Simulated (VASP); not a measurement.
Input of a VASP 6.6.1 run:

Contents of INCAR:

```
SYSTEM = As
  ALGO = Normal
  EDIFF = 1E-6
  ENCUT = 500
  GGA = PE
  GGA_COMPAT = .FALSE.
  ISIF = 2
  ISMEAR = 0
  IVDW = 12
  LASPH = .TRUE.
  LCHARG = .FALSE.
  LREAL = .FALSE.
  LWAVE = .FALSE.
  NBANDS = 12
  NELM = 120
  PREC = Accurate
  SIGMA = 0.1
```

Contents of KPOINTS:

```
k-points
0
G
  6 6 6
  0 0 0
```

Contents of POSCAR:

```
As
1.0
    1.8797494575      1.0852738553      3.4857700000
   -1.8797494575      1.0852738553      3.4857700000
    0.0000000000     -2.1705477106      3.4857700000
As
2
Direct
    0.2275400000      0.2275400000      0.2275400000
    0.7724600000      0.7724600000      0.7724600000
```

Potentials or basis: VASP PAW PBE potentials, release 64 (As).

Run with:

```console
$ cat potpaw_PBE.64/As/POTCAR > POTCAR
$ mpirun -np 1 vasp_std > vasp.out
```

Question: What does it give for the band gap on the k mesh?

Answer: Zero (band 5 reaches 5.59 eV, above the bottom of band 6 at 5.25 eV).

Question: Predict the dispersion energy per atom.

Answer: -0.424 eV.

Forces on the atoms (eV/Å):
```
As   0.000  0.000  0.161
As   0.000  0.000 -0.161
```
